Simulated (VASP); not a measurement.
Wanted: the native input for a VASP 6.6.1 run.

```
Task                   : single point
Functional             : PBE
Potentials or basis    : VASP PAW PBE potentials, release 64 (Sr_sv, Ca_sv, Zn, W_sv, O)
Cutoff                 : 520 eV
k mesh                 : 4 × 4 × 4
Occupations            : gaussian, width 0.01 eV
Spin                   : no spin polarisation
Dipole correction      : no
Further INCAR settings : ALGO = Normal; EDIFF = 1e-07; NBANDS = 52
```

The structure of SrCaZnWO6 lies in POSCAR:

```
SrCaZnWO6
1.0
    0.0000000000      4.0088460000      4.0088460000
    4.0088460000      0.0000000000      4.0088460000
    4.0088460000      4.0088460000      0.0000000000
Sr Ca Zn W O
1 1 1 1 6
Direct
    0.2500000000      0.2500000000      0.2500000000
    0.7500000000      0.7500000000      0.7500000000
    0.0000000000      0.0000000000      0.0000000000
    0.5000000000      0.5000000000      0.5000000000
    0.7420100000      0.2579900000      0.2579900000
    0.2579900000      0.7420100000      0.7420100000
    0.7420100000      0.7420100000      0.2579900000
    0.2579900000      0.2579900000      0.7420100000
    0.2579900000      0.7420100000      0.2579900000
    0.7420100000      0.2579900000      0.7420100000
```

The input as run:

INCAR

```
SYSTEM = SrCaZnWO6
ALGO     = Normal         ! electronic algorithm
EDIFF    = 1E-7           ! SCF threshold, eV
ENCUT    = 520            ! plane-wave cutoff, eV
GGA      = PE             ! functional
ISIF     = 2              ! what is computed and relaxed
ISMEAR   = 0              ! smearing method
LASPH    = .True.         ! aspherical terms in the spheres
LCHARG   = .True.         ! write CHGCAR
LELF     = .True.         ! ELF
LREAL    = .False.        ! projectors in reciprocal space
LVHAR    = .True.       
LWAVE    = .False.        ! write WAVECAR
NBANDS   = 52             ! bands
NELM     = 80             ! most SCF steps
PREC     = Accurate       ! precision mode
SIGMA    = 0.01           ! smearing width, eV
```

KPOINTS

```
k-points
0
Gamma
  4 4 4
  0 0 0
```

Potentials or basis: VASP PAW PBE potentials, release 64 (Sr_sv, Ca_sv, Zn, W_sv, O).

Run with:

```bash
$ cat potpaw_PBE.64/Sr_sv/POTCAR potpaw_PBE.64/Ca_sv/POTCAR potpaw_PBE.64/Zn/POTCAR potpaw_PBE.64/W_sv/POTCAR potpaw_PBE.64/O/POTCAR > POTCAR
$ mpirun -np 1 vasp_std > vasp.out
```

It gave:

```yaml
Pressure: -2.6 GPa
Largest_force: 0.440 eV/Å
Band_gap_on_the_k_mesh: 2.78 eV, indirect (least direct gap 3.00 eV)
```

Caveat: spin-orbit coupling is left out, which moves the levels of the heavy elements.

Run time: 84 s on 1 thread of Intel(R) Xeon(R) Platinum 8488C (Sapphire Rapids) (shared host), peak memory 0.29 GiB.
